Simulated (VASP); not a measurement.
Here is a VASP 6.6.1 calculation.

The input INCAR:

```
  PREC = Accurate
  ENCUT = 500
  EDIFF = 1E-6
  ISMEAR = 0
  SIGMA = 0.1
  LREAL = F
  LASPH = T
  NELM = 120
  ALGO = Normal
  ISIF = 2
  LWAVE = F
  LCHARG = F
  GGA = PS
  NBANDS = 13
  GGA_COMPAT = F
```

KPOINTS

```
Automatic mesh
0
Gamma
  6 6 6
```

File POSCAR:

```
Ru
1.0
   -1.5092818654      1.5092818654      1.5092818654
    1.5092818654     -1.5092818654      1.5092818654
    1.5092818654      1.5092818654     -1.5092818654
Ru
1
Direct
    0.0000000000      0.0000000000      0.0000000000
```

Potentials or basis: VASP PAW PBE potentials, release 64 (Ru_pv).

The run is started by

```sh
$ cat potpaw_PBE.64/Ru_pv/POTCAR > POTCAR
$ mpirun -np 1 vasp_std > vasp.out
```

Question: What does it give for the pressure?

Answer: 1.1 GPa.

Question: What does it give for the band gap on the k mesh?

Answer: Zero (band 7 reaches 14.51 eV, above the bottom of band 8 at 10.74 eV).

Caveat: the k points lie up to 0.49 Å⁻¹ apart; the PAW data sets were made with another functional, which shifts forces and pressure a little.
